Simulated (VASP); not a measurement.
Ni: single point with PBE

Ni:

```xyz
2
Lattice="-1.7721 -1.7721 -3.5442 1.7721 -1.7721 0.0000 -1.7721 -1.7721 0.0000" Properties=species:S:1:pos:R:3 pbc="T T T"
Ni    0.0000    0.0000    0.0000
Ni    0.0000   -1.7721   -1.7721
```

* Program: VASP 6.6.1
* Task: single point
* Functional: PBE
* Potentials or basis: VASP PAW PBE potentials, release 64 (Ni)
* Cutoff: 520 eV
* k mesh: 8 × 11 × 13
* Occupations: fermi-dirac, width 0.05 eV
* Spin: collinear spin, ferromagnetic start
* Starting moments: [2.0, 2.0] μB
* Dipole correction: no
* Further INCAR settings: ALGO = Normal; EDIFF = 1e-07; NBANDS = 21; ISYM = 0

```json
{
  "Pressure": "-4.1 GPa",
  "Net moment": "1.25 μB per cell",
  "Site moments": "Ni +0.64 μB",
  "Valence electrons inside the program's atomic spheres": "Ni 9.27"
}
```

Stress tensor (GPa, compression positive):
```
-4.20  0.00 -0.02
 0.00 -4.20 -0.02
-0.02 -0.02 -4.01
```

Levels at points of the mesh, in eV from the Fermi level:
Spin up:
```csv
k point,band 7,band 8,band 9,band 10,band 11,band 12,band 13,band 14,band 15,band 16
"(0.00, 0.00, 0.00)",-1.24,-1.23,-0.55,-0.48,-0.48,2.44,9.02,14.62,14.62,19.45
"(0.50, 0.00, 0.00)",-1.57,-1.57,-1.57,-1.57,-0.90,-0.90,18.97,18.97,18.97,18.97
```
Spin down:
```csv
k point,band 7,band 8,band 9,band 10,band 11,band 12,band 13,band 14
"(0.00, 0.00, 0.00)",-0.65,-0.65,0.06,0.38,0.38,2.39,9.26,14.62
"(0.50, 0.00, 0.00)",-0.78,-0.78,-0.78,-0.78,-0.30,-0.30,19.04,19.04
```

Run time: 14 min on 1 thread of Intel Xeon 8259CL, on a shared host, peak memory 0.45 GiB.

Caveat: the cell stands under tension.
